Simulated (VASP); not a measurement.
Here is a VASP 6.6.1 calculation.

The input INCAR:

```
SYSTEM = Mg
PREC = Accurate
ENCUT = 520
EDIFF = 1E-6
ISMEAR = -1
SIGMA = 0.03
LREAL = .FALSE.
LASPH = .TRUE.
NELM = 60
ALGO = Normal
ISIF = 2
LWAVE = .FALSE.
LCHARG = .FALSE.
NBANDS = 7
```

KPOINTS

```
regular mesh
0
G
  19 19 19
  0 0 0
```

POSCAR

```
Mg
1.0
   -1.4469700000      1.4765000000      1.4765000000
    1.4765000000     -1.4469700000      1.4765000000
    1.4765000000      1.4765000000     -1.4469700000
Mg
1
Direct
    0.0000000000      0.0000000000      0.0000000000
```

Potentials or basis: VASP PAW LDA potentials, release 64 (Mg).

The run is started by

```bash
$ cat potpaw_LDA.64/Mg/POTCAR > POTCAR
$ mpirun -np 1 vasp_std > vasp.out
```

**Question.** Estimate the band gap on the k mesh.

**Answer.** Zero (band 1 reaches 9.75 eV, above the bottom of band 2 at 5.36 eV).

**Question.** Estimate the pressure.

**Answer.** 56.0 GPa.

Stress tensor (GPa, compression positive):
```
56.05 -2.51 -2.51
-2.51 56.05 -2.51
-2.51 -2.51 56.05
```

Caveat: the cell differs from its parent crystal (equal xy, yz and zx shear strains of +2 %).
